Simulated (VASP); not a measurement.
# BaTe (Fm-3m) in VASP: notebook, part 2 of 2

VASP 6.6.1. Earlier steps stand in the parts before.

## (3) Single point, r2SCAN

This run uses another cell than the first one, of 44.08 Å³/atom.

The input, POSCAR:

```
BaTe
1.0
    0.0000000000      3.5323868488      3.5323868488
    3.5323868488      0.0000000000      3.5323868488
    3.5323868488      3.5323868488      0.0000000000
Ba Te
1 1
Direct
    0.0000000000      0.0000000000      0.0000000000
    0.5000000000      0.5000000000      0.5000000000
```

The input, INCAR.step1:

```
  PREC = Accurate
  ENCUT = 520
  ISMEAR = 0
  SIGMA = 0.01
  LREAL = F
  LASPH = T
  NELM = 100
  NBANDS = 15
  GGA = PE
  ALGO = Normal
  EDIFF = 1E-4
  LWAVE = T
  LCHARG = F
```

The input, INCAR.step2:

```
  PREC = Accurate
  ENCUT = 520
  EDIFF = 1E-6
  ISMEAR = 0
  SIGMA = 0.01
  LREAL = F
  LASPH = T
  NELM = 100
  ALGO = Normal
  ISIF = 2
  LWAVE = F
  LCHARG = F
  METAGGA = R2SCAN
  LMIXTAU = T
  NBANDS = 15
  ISTART = 1
```

The input, KPOINTS:

```
regular mesh
0
Gamma
  6 6 6
```

Potentials or basis: VASP PAW PBE potentials, release 64 (Ba_sv, Te).

Command:

```bash
$ cat potpaw_PBE.64/Ba_sv/POTCAR potpaw_PBE.64/Te/POTCAR > POTCAR
$ cp INCAR.step1 INCAR
$ mpirun -np 1 vasp_std > vasp.out
$ cp INCAR.step2 INCAR
$ mpirun -np 1 vasp_std > vasp.out
```

Wall time 2.2 min (1 thread of Intel Xeon 8259CL, shared host); peak memory 0.26 GiB.

Results (log left out):

```
Free energy            : -56.0284 eV
Pressure               : 0.3 GPa
Band gap on the k mesh : 1.93 eV (least direct gap 2.32 eV)
```

Levels at points of the mesh, in eV from the valence-band top:
| k point | band 6 | band 7 | band 8 | band 9 | band 10 | band 11 |
| --- | --- | --- | --- | --- | --- | --- |
| (0.00, 0.00, 0.00) | 0.00 | 0.00 | 0.00 | 3.36 | 3.36 | 3.36 |
| (0.50, 0.00, 0.00) | -2.15 | -1.07 | -1.07 | 4.60 | 5.19 | 5.35 |
| (0.50, 0.50, 0.00) | -1.14 | -0.39 | -0.39 | 1.93 | 4.90 | 5.23 |

Caveat: the PAW data sets were made with another functional, which shifts forces and pressure a little; spin-orbit coupling is left out, which moves the levels of the heavy elements. A k mesh can miss the band edges.

## (4) Single point, r2SCAN (45.40 Å³/atom)

This run uses another cell than the first one, of 45.40 Å³/atom.

The input, POSCAR:

```
BaTe
1.0
    0.0000000000      3.5673632507      3.5673632507
    3.5673632507      0.0000000000      3.5673632507
    3.5673632507      3.5673632507      0.0000000000
Ba Te
1 1
Direct
    0.0000000000      0.0000000000      0.0000000000
    0.5000000000      0.5000000000      0.5000000000
```

The input, INCAR.step1:

```
PREC = Accurate ; ENCUT = 520
ISMEAR = 0 ; SIGMA = 0.01
LREAL = False ; LASPH = True
NELM = 60 ; NBANDS = 15
GGA = PE ; ALGO = Normal
EDIFF = 1E-4 ; LWAVE = True
LCHARG = False
```

The input, INCAR.step2:

```
PREC = Accurate ; ENCUT = 520
EDIFF = 1E-7 ; ISMEAR = 0
SIGMA = 0.01 ; LREAL = False
LASPH = True ; NELM = 60
ALGO = Normal ; ISIF = 2
LWAVE = False ; LCHARG = False
METAGGA = R2SCAN ; LMIXTAU = True
NBANDS = 15 ; ISTART = 1
```

The input, KPOINTS:

```
Automatic mesh
0
Gamma
  6 6 6
```

Command:

```bash
$ cat potpaw_PBE.64/Ba_sv/POTCAR potpaw_PBE.64/Te/POTCAR > POTCAR
$ cp INCAR.step1 INCAR
$ mpirun -np 1 vasp_std > vasp.out
$ cp INCAR.step2 INCAR
$ mpirun -np 1 vasp_std > vasp.out
```

Run time: 2.9 min. Hardware: 1 thread of Intel Xeon 8259CL, shared host; peak memory 0.26 GiB.

The run converged. Its results:

- Free energy: -56.0259 eV
- Pressure: -0.6 GPa
- Band gap on the k mesh: 1.99 eV (least direct gap 2.37 eV)

Levels at points of the mesh, in eV from the valence-band top:
```
           k point  band 6  band 7  band 8  band 9  band 10  band 11
(0.00, 0.00, 0.00)    0.00    0.00    0.00    3.35     3.37     3.37
(0.50, 0.00, 0.00)   -2.07   -1.01   -1.01    4.56     5.12     5.28
(0.50, 0.50, 0.00)   -1.13   -0.39   -0.39    1.99     4.85     5.10
```

Caveat: the PAW data sets were made with another functional, which shifts forces and pressure a little; spin-orbit coupling is left out, which moves the levels of the heavy elements. A k mesh can miss the band edges.

## (5) Single point, r2SCAN (46.72 Å³/atom)

This run uses another cell than the first one, of 46.72 Å³/atom.

The input, POSCAR:

```
BaTe
1.0
    0.0000000000      3.6016669248      3.6016669248
    3.6016669248      0.0000000000      3.6016669248
    3.6016669248      3.6016669248      0.0000000000
Ba Te
1 1
Direct
    0.0000000000      0.0000000000      0.0000000000
    0.5000000000      0.5000000000      0.5000000000
```

The input, INCAR.step1:

```
SYSTEM = BaTe
PREC = Accurate ; ENCUT = 520
ISMEAR = 0 ; SIGMA = 0.01
LREAL = .False. ; LASPH = .True.
NELM = 60 ; NBANDS = 15
GGA = PE ; ALGO = Normal
EDIFF = 1E-4 ; LWAVE = .True.
LCHARG = .False.
```

The input, INCAR.step2:

```
SYSTEM = BaTe
PREC = Accurate ; ENCUT = 520
EDIFF = 1E-6 ; ISMEAR = 0
SIGMA = 0.01 ; LREAL = .False.
LASPH = .True. ; NELM = 60
ALGO = Normal ; ISIF = 2
LWAVE = .False. ; LCHARG = .False.
METAGGA = R2SCAN ; LMIXTAU = .True.
NBANDS = 15 ; ISTART = 1
```

The input, KPOINTS:

```
Automatic mesh
0
Gamma
  6 6 6
  0 0 0
```

Potentials or basis: VASP PAW PBE potentials, release 64 (Ba_sv, Te).

Command:

```bash
$ cat potpaw_PBE.64/Ba_sv/POTCAR potpaw_PBE.64/Te/POTCAR > POTCAR
$ cp INCAR.step1 INCAR
$ mpirun -np 1 vasp_std > vasp.out
$ cp INCAR.step2 INCAR
$ mpirun -np 1 vasp_std > vasp.out
```

OUTCAR:

```text
SYSTEM = BaTe
   PREC = Accurate
   ENCUT = 520
   EDIFF = 1E-6
   ISMEAR = 0
   LREAL = .False.
   LASPH = .True.
   NELM = 60
   ISIF = 2
   METAGGA = R2SCAN
   ISTART = 1

 ion  position               nearest neighbor table
   1  0.000  0.000  0.000-   2 3.60   2 3.60   2 3.60   2 3.60   2 3.60   2 3.60
   2  0.500  0.500  0.500-   1 3.60   1 3.60   1 3.60   1 3.60   1 3.60   1 3.60

  LATTYP: Found a face centered cubic cell.
 ALAT       =     7.2033338496

  Lattice vectors:

 A1 = (   0.0000000000,   3.6016669248,   3.6016669248)
 A2 = (   3.6016669248,   0.0000000000,   3.6016669248)
 A3 = (   3.6016669248,   3.6016669248,   0.0000000000)

Analysis of symmetry for initial positions (statically):
=====================================================================
 Subroutine PRICEL returns:
 Original cell was already a primitive cell.

 Routine SETGRP: Setting up the symmetry group for a
 face centered cubic supercell.

 Subroutine GETGRP returns: Found 48 space group operations
 (whereof 48 operations were pure point group operations)
 out of a pool of 48 trial point group operations.

The static configuration has the point symmetry O_h .

[... 166 lines left out ...]
      6       1.5495      2.00000
      7       1.5495      2.00000
      8       1.5495      2.00000
      9       4.7783      0.00000
     10       4.9271      0.00000
     11       4.9271      0.00000
     12       4.9271      0.00000
     13       5.5318      0.00000
     14       5.5318      0.00000
[... 257 lines left out ...]
      2     -11.3342      2.00000
      3     -11.3003      2.00000
      4     -11.2910      2.00000
      5      -7.7843      2.00000
      6       0.5269      2.00000
      7       0.5931      2.00000
      8       0.8477      2.00000
      9       4.5330      0.00000
     10       6.4151      0.00000
     11       6.5969      0.00000
     12       7.1098      0.00000
     13       7.5154      0.00000
     14       8.2368      0.00000
     15       9.8237      0.00000

------------------------ aborting loop because EDIFF is reached ----------------------------------------

  FORCE on cell =-STRESS in cart. coord.  units (eV):
  Direction    XX          YY          ZZ          XY          YZ          ZX
  --------------------------------------------------------------------------------------
  -------------------------------------------------------------------------------------
  Total       -0.7772838     -0.7772838     -0.7772838     -0.0000000      0.0000000     -0.0000000
  in kB      -13.3275265    -13.3275265    -13.3275265     -0.0000000      0.0000000     -0.0000000
  external PRESSURE =     -13.3275265 kB  Pullay stress =       0.0000000 kB

 VOLUME and BASIS-vectors are now :
 -----------------------------------------------------------------------------
  energy-cutoff  :      520.00
  volume of cell :       93.44
      direct lattice vectors                 reciprocal lattice vectors
     0.000000000  3.601666925  3.601666925    -0.138824608  0.138824608  0.138824608
     3.601666925  0.000000000  3.601666925     0.138824608 -0.138824608  0.138824608
     3.601666925  3.601666925  0.000000000     0.138824608  0.138824608 -0.138824608

 POSITION                                       TOTAL-FORCE (eV/Angst)
 -----------------------------------------------------------------------------------
      0.00000      0.00000      0.00000        -0.000000     -0.000000      0.000000
      3.60167      3.60167      3.60167         0.000000      0.000000      0.000000
 -----------------------------------------------------------------------------------
    total drift:                                0.000000     -0.000000     -0.000000

  FREE ENERGIE OF THE ION-ELECTRON SYSTEM (eV)
  ---------------------------------------------------
  free  energy   TOTEN  =       -56.0099547634 eV

  energy  without entropy=      -56.0099547634  energy(sigma->0) =      -56.00995476
```

Wall time 2.9 min (1 thread of Intel Xeon 8259CL, shared host); peak memory 0.27 GiB.

Results:

| Quantity | Value |
| --- | --- |
| Free energy | -56.0100 eV |
| Pressure | -1.3 GPa |
| Band gap on the k mesh | 2.04 eV (least direct gap 2.42 eV) |

Caveat: the PAW data sets were made with another functional, which shifts forces and pressure a little; spin-orbit coupling is left out, which moves the levels of the heavy elements.

## (6) Overview

```csv
cell,gap on the mesh (eV),pressure (GPa)
"a = 4.945 Å, angles 60.0°, 2 atoms",1.87,1.3
"a = 4.996 Å, angles 60.0°, 2 atoms",1.93,0.3
"a = 5.045 Å, angles 60.0°, 2 atoms",1.99,-0.6
"a = 5.094 Å, angles 60.0°, 2 atoms",2.04,-1.3
```

Alike in all rows: task single point; level r2SCAN; potentials or basis VASP PAW PBE potentials, release 64 (Ba_sv, Te); no spin polarisation; k mesh 6 × 6 × 6; cutoff (eV) 520; smearing gaussian 0.01 eV.

Caveats: the PAW data sets were made with another functional, which shifts forces and pressure a little; spin-orbit coupling is left out, which moves the levels of the heavy elements.

Total energies depend on the potentials used, so only differences within one code and one set of settings carry meaning.
